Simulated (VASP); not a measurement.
# Sr (I4_1/amd) in VASP: notebook

The runs below take Sr through single point, with PBE.

Program: VASP 6.6.1. These are calculated values, not measurements. Logs are shortened: lines on timing, memory, paths and dates and some standing lists are left out, and cuts for length are marked.

## 1. The cell of the first run

Symmetry: I4_1/amd, No. 141, tetragonal system. The conventional cell has a = 7.035 Å, b = 7.035 Å, c = 3.804 Å, α = 90.00°, β = 90.00°, γ = 90.00°. Sr (site symmetry -4m2) has 10 Sr at 3.64 to 4.53 Å within 4.8 Å.

## 2. Single point, PBE (47.06 Å³/atom)

INCAR

```
SYSTEM = Sr
PREC = Accurate
ENCUT = 520
EDIFF = 1E-7
ISMEAR = -1
SIGMA = 0.1
LREAL = .False.
LASPH = .True.
NELM = 60
ALGO = Normal
ISIF = 2
LWAVE = .False.
LCHARG = .False.
GGA = PE
NBANDS = 17
```

KPOINTS

```
Automatic mesh
0
Gamma
  12 12 12
  0 0 0
```

POSCAR

```
Sr
1.0
   -3.5173811290      3.5173811290      1.9017997322
    3.5173811290     -3.5173811290      1.9017997322
    3.5173811290      3.5173811290     -1.9017997322
Sr
2
Direct
   -0.3750000000     -0.1250000000     -0.2500000000
    0.3750000000      0.1250000000      0.2500000000
```

Potentials or basis: VASP PAW PBE potentials, release 64 (Sr_sv).

Command:

```console
$ cat potpaw_PBE.64/Sr_sv/POTCAR > POTCAR
$ mpirun -np 1 vasp_std > vasp.out
```

OUTCAR:

```text
SYSTEM = Sr
   PREC = Accurate
   ENCUT = 520
   EDIFF = 1E-7
   ISMEAR = -1
   LREAL = .False.
   LASPH = .True.
   NELM = 60
   ISIF = 2
   GGA = PE

 ion  position               nearest neighbor table
   1  0.625  0.875  0.750-   2 3.64   2 3.64   2 3.64   2 3.64   2 4.53   2 4.53   2 4.53   2 4.53

   2  0.375  0.125  0.250-   1 3.64   1 3.64   1 3.64   1 3.64   1 4.53   1 4.53   1 4.53   1 4.53

  LATTYP: Found a body centered tetragonal cell.
 ALAT       =     7.0347622580
 C/A-ratio  =     0.5406862840

  Lattice vectors:

 A1 = (  -3.5173811290,   3.5173811290,   1.9017997322)
 A2 = (   3.5173811290,  -3.5173811290,   1.9017997322)
 A3 = (   3.5173811290,   3.5173811290,  -1.9017997322)

Analysis of symmetry for initial positions (statically):
=====================================================================
 Subroutine PRICEL returns:
 Original cell was already a primitive cell.

 Routine SETGRP: Setting up the symmetry group for a
 body centered tetragonal supercell.

 Subroutine GETGRP returns: Found 16 space group operations
 (whereof  4 operations were pure point group operations)
 out of a pool of 16 trial point group operations.

The static configuration has the point symmetry C_2h.
 The point group associated with its full space group is D_4h.

Analysis of symmetry for dynamics (positions and initial velocities):
=====================================================================
 Subroutine PRICEL returns:
 Original cell was already a primitive cell.

 Routine SETGRP: Setting up the symmetry group for a
 body centered tetragonal supercell.

 Subroutine GETGRP returns: Found 16 space group operations
 (whereof  4 operations were pure point group operations)
 out of a pool of 16 trial point group operations.

The dynamic configuration has the point symmetry C_2h.
 The point group associated with its full space group is D_4h.

 Subroutine INISYM returns: Found 16 space group operations
 (whereof  4 operations are pure point group operations),
 and found     1 'primitive' translations

----------------------------------------------------------------------------------------

                                     Primitive cell

  volume of cell :      94.1160

  direct lattice vectors                    reciprocal lattice vectors
    -3.517381129  3.517381129  1.901799732     0.000000000  0.142151215  0.262908860
     3.517381129 -3.517381129  1.901799732     0.142151215  0.000000000  0.262908860
     3.517381129  3.517381129 -1.901799732     0.142151215  0.142151215  0.000000000

  length of vectors
     5.325484225  5.325484225  5.325484225     0.298877963  0.298877963  0.201032176

  position of ions in fractional coordinates (direct lattice)
     0.625000000  0.875000000  0.750000000
     0.375000000  0.125000000  0.250000000

  ion indices of the primitive-cell ions
   primitive index   ion index
                 1           1
                 2           2

----------------------------------------------------------------------------------------

 KPOINTS: Automatic mesh

Automatic generation of k-mesh.
 Grid dimensions read from file:
 generate k-points for:   12   12   12

 Generating k-lattice:

  Cartesian coordinates                     Fractional coordinates (reciprocal lattice)
     0.000000000  0.011845935  0.021909072     0.083333333  0.000000000  0.000000000
     0.011845935  0.000000000  0.021909072     0.000000000  0.083333333  0.000000000
     0.011845935  0.011845935  0.000000000     0.000000000  0.000000000  0.083333333

  Length of vectors
     0.024906497  0.024906497  0.016752681

  Shift w.r.t. Gamma in fractional coordinates (k-lattice)
     0.000000000  0.000000000  0.000000000

 Subroutine IBZKPT returns following result:
 ===========================================

 Found    163 irreducible k-points:

 Following reciprocal coordinates:
            Coordinates               Weight
  0.000000  0.000000  0.000000      1.000000
  0.083333  0.000000  0.000000      8.000000
  0.166667  0.000000  0.000000      8.000000
  0.250000  0.000000  0.000000      8.000000
  0.333333  0.000000  0.000000      8.000000
  0.416667  0.000000 -0.000000      8.000000
[... 16 lines left out ...]
  0.500000  0.166667 -0.000000     16.000000
 -0.416667  0.166667  0.000000     16.000000
 [... further k-points ...]
   k-points           NKPTS =    163   k-points in BZ     NKDIM =    163   number of bands    NBANDS=     17
   number of dos      NEDOS =    301   number of ions     NIONS =      2
   total plane-waves  NPLWV =  64000
   dimension x,y,z NGX =    40 NGY =   40 NGZ =   40
   dimension x,y,z NGXF=    80 NGYF=   80 NGZF=   80
   ions per type =               2
   NGX,Y,Z   is equivalent  to a cutoff of  12.49, 12.49, 12.49 a.u.
   NGXF,Y,Z  is equivalent  to a cutoff of  24.97, 24.97, 24.97 a.u.
 SYSTEM =  Sr
   PREC   = accura    normal or accurate (medium, high low for compatibility)
   ISTART =      0    job   : 0-new  1-cont  2-samecut
   ICHARG =      2    charge: 1-file 2-atom 10-const
   ISPIN  =      1    spin polarized calculation?
   LNONCOLLINEAR =      F non collinear calculations
   LSORBIT =      F    spin-orbit coupling
   LASPH  =      T    aspherical Exc in radial PAW
   ENCUT  =  520.0 eV  38.22 Ry    6.18 a.u.   9.90  9.90  9.90*2*pi/ulx,y,z
   NELM   =     60;   NELMIN=  2; NELMDL= -5     # of ELM steps
   EDIFF  = 0.1E-06   stopping-criterion for ELM
   LREAL  =      F    real-space projection
   EDIFFG = 0.1E-05   stopping-criterion for IOM
   NSW    =      0    number of steps for IOM
   IBRION =     -1    ionic relax: 0-MD 1-quasi-New 2-CG
   NFREE  =      0    steps in history (QN), initial steepest desc. (CG)
   ISIF   =      2    stress and relaxation
   ISYM   =      2    0-nonsym 1-usesym 2-fastsym
   POTIM  = 0.5000    time-step for ionic-motion
   TEBEG  =    0.0;   TEEND  =   0.0 temperature during run
   PSTRESS=    0.0 pullay stress
   NELECT =      20.0000    total number of electrons
   NUPDOWN=      -1.0000    fix difference up-down
   EMIN   =  10.00;   EMAX   =-10.00  energy-range for DOS
   EFERMI =   0.00;   METHOD = LEGACY
   ISMEAR =    -1;   SIGMA  =   0.10  broadening in eV -4-tet -1-fermi 0-gaus
   EFERMI_NEDOS =   21; number of points for ismear=-14 and -15
   IALGO  =     38    algorithm
   IMIX   =      4    mixing-type and parameters
     AMIX     =   0.40;   BMIX     =  1.00
     AMIX_MAG =   1.60;   BMIX_MAG =  1.00
  volume/ion in A,a.u.               =      47.06       317.56
  Fermi-wavevector in a.u.,A,eV,Ry     =   0.976930  1.846131 12.985305  0.954393
  Thomas-Fermi vector in A             =   2.107588
   LORBIT       =      0    0 simple, 1 ext, 2 COOP (PROOUT), +10 PAW based schemes
   GGA     = PE    functional components
   LHFCALC =     F    Hartree Fock is set to
   AEXX    =    0.0000 exact exchange contribution
   IVDW    =     0    specifies the selected vdW correction
   LEPSILON=     F    determine dielectric tensor
   LRPA    =     F    only Hartree local field effects (RPA)
 non-spin polarized calculation
  energy-cutoff  :      520.00
  volume of cell :       94.12
 maximum number of plane-waves:      2567
   NGX = 19   NGY = 19   NGZ = 19

 number of electron      20.0000001 magnetization

 Free energy of the ion-electron system (eV)
  ---------------------------------------------------
  ext. energy  EPLUGINS =         0.00000000
  ---------------------------------------------------
  free energy    TOTEN  =        -2.72122369 eV

  energy without entropy =       -2.63711809  energy(sigma->0) =       -2.67917089

 E-fermi :   1.9704     XC(G=0):  -7.8280

 val. band max:        1.9659415231   @ k =  -0.0833  -0.3333   0.0833
 cond. band min:       1.9743653838   @ k =   0.2500   0.2500   0.0833
 fundamental gap:      0.0084238607
 Fermi energy:         1.9704272014

 k-point     1 :       0.0000    0.0000    0.0000
  band No.  band energies     occupation
      1     -34.4269      2.00000
      2     -34.3527      2.00000
      3     -16.6022      2.00000
      4     -16.6022      2.00000
      5     -16.2515      2.00000
      6     -16.2463      2.00000
[... 9 lines left out ...]
     16       5.9631      0.00000
     17       5.9749      0.00000

 k-point     2 :       0.0833    0.0000    0.0000
  band No.  band energies     occupation
      1     -34.4244      2.00000
      2     -34.3524      2.00000
      3     -16.6001      2.00000
      4     -16.5925      2.00000
      5     -16.2749      2.00000
      6     -16.2692      2.00000
[... 9 lines left out ...]
     16       5.7433      0.00000
     17       5.8220      0.00000

 k-point     3 :       0.1667    0.0000    0.0000
  band No.  band energies     occupation
      1     -34.4174      2.00000
      2     -34.3516      2.00000
      3     -16.5945      2.00000
      4     -16.5667      2.00000
      5     -16.3378      2.00000
      6     -16.3263      2.00000
[... 9 lines left out ...]
     16       5.2379      0.00000
     17       5.5189      0.00000

 k-point     4 :       0.2500    0.0000    0.0000
  band No.  band energies     occupation
      1     -34.4075      2.00000
      2     -34.3508      2.00000
      3     -16.5866      2.00000
      4     -16.5381      2.00000
      5     -16.4217      2.00000
      6     -16.3922      2.00000
[... 9 lines left out ...]
     16       5.0203      0.00000
     17       5.1696      0.00000
[... 343 lines left out ...]
      1     -34.3836      2.00000
      2     -34.3563      2.00000
      3     -16.6134      2.00000
      4     -16.5523      2.00000
      5     -16.5333      2.00000
      6     -16.4071      2.00000
[... 9 lines left out ...]
     16       5.0610      0.00000
     17       5.7988      0.00000

 k-point    23 :       0.5000    0.1667   -0.0000
  band No.  band energies     occupation
      1     -34.3885      2.00000
      2     -34.3591      2.00000
      3     -16.5852      2.00000
      4     -16.5212      2.00000
      5     -16.5085      2.00000
      6     -16.3692      2.00000
[... 9 lines left out ...]
     16       4.9255      0.00000
     17       5.8591      0.00000

 k-point    24 :      -0.4167    0.1667    0.0000
  band No.  band energies     occupation
      1     -34.3981      2.00000
      2     -34.3602      2.00000
      3     -16.5788      2.00000
      4     -16.4868      2.00000
      5     -16.4504      2.00000
      6     -16.3589      2.00000
[... 9 lines left out ...]
     16       4.9231      0.00000
     17       5.6832      0.00000

 [... further k-points ...]

------------------------ aborting loop because EDIFF is reached ----------------------------------------

  FORCE on cell =-STRESS in cart. coord.  units (eV):
  Direction    XX          YY          ZZ          XY          YZ          ZX
  --------------------------------------------------------------------------------------
  -------------------------------------------------------------------------------------
  Total        1.0941410      1.0941410      1.0928964     -0.0000000     -0.0000000      0.0000000
  in kB       18.6260269     18.6260269     18.6048400     -0.0000000     -0.0000000      0.0000000
  external PRESSURE =      18.6189646 kB  Pullay stress =       0.0000000 kB

 VOLUME and BASIS-vectors are now :
 -----------------------------------------------------------------------------
  energy-cutoff  :      520.00
  volume of cell :       94.12
      direct lattice vectors                 reciprocal lattice vectors
    -3.517381129  3.517381129  1.901799732     0.000000000  0.142151215  0.262908860
     3.517381129 -3.517381129  1.901799732     0.142151215  0.000000000  0.262908860
     3.517381129  3.517381129 -1.901799732     0.142151215  0.142151215  0.000000000

 POSITION                                       TOTAL-FORCE (eV/Angst)
 -----------------------------------------------------------------------------------
      3.51738      1.75869      1.42635        -0.000000      0.000000     -0.000000
      0.00000      1.75869      0.47545         0.000000     -0.000000      0.000000
 -----------------------------------------------------------------------------------
    total drift:                               -0.000000     -0.000000      0.000000

  FREE ENERGIE OF THE ION-ELECTRON SYSTEM (eV)
  ---------------------------------------------------
  free  energy   TOTEN  =        -2.7212236949 eV

  energy  without entropy=       -2.6371180936  energy(sigma->0) =       -2.67917089
```

Run time: 2.6 min. Hardware: 1 thread of Intel Xeon Platinum 8488C (Sapphire Rapids), shared host; peak memory 0.39 GiB.

What came out:

| Item | Value |
| --- | --- |
| Free energy | -2.7212 eV |
| Pressure | 1.9 GPa |
| Band gap on the k mesh | zero (bands 10 and 11 overlap by 0.51 eV) |

## 3. Single point, PBE

This run uses another cell than the first one, of 51.54 Å³/atom.

INCAR

```
PREC = Accurate
ENCUT = 520
EDIFF = 1E-6
ISMEAR = -1
SIGMA = 0.1
LREAL = F
LASPH = T
NELM = 60
ALGO = Normal
ISIF = 2
LWAVE = F
LCHARG = F
GGA = PE
NBANDS = 17
```

KPOINTS

```
Automatic mesh
0
Gamma
  12 12 12
```

POSCAR

```
Sr
1.0
   -3.6281031177      3.6281031177      1.9577306381
    3.6281031177     -3.6281031177      1.9577306381
    3.6281031177      3.6281031177     -1.9577306381
Sr
2
Direct
   -0.3750000000     -0.1250000000     -0.2500000000
    0.3750000000      0.1250000000      0.2500000000
```

Potentials or basis: VASP PAW PBE potentials, release 64 (Sr_sv).

Command:

```console
$ cat potpaw_PBE.64/Sr_sv/POTCAR > POTCAR
$ mpirun -np 1 vasp_std > vasp.out
```

Run time: 3 min. Hardware: 1 thread of Intel Xeon Platinum 8488C (Sapphire Rapids), shared host; peak memory 0.42 GiB.

The run converged. Its results:

```
Free energy            : -2.7934 eV
Pressure               : 0.8 GPa
Band gap on the k mesh : zero (bands 10 and 11 overlap by 0.65 eV)
```

Levels at points of the mesh, in eV from the Fermi level:
```
           k point  band 8  band 9  band 10  band 11  band 12  band 13
(0.00, 0.00, 0.00)  -18.39   -3.54    -0.44     0.68     1.11     1.74
(0.50, 0.00, 0.00)  -18.37   -0.81    -0.10     0.01     1.15     1.36
(0.50, 0.50, 0.00)  -18.39   -1.86    -1.86     1.09     1.09     1.70
(0.50, 0.50, 0.50)  -18.36   -1.13    -1.13     0.01     0.01     1.72
```
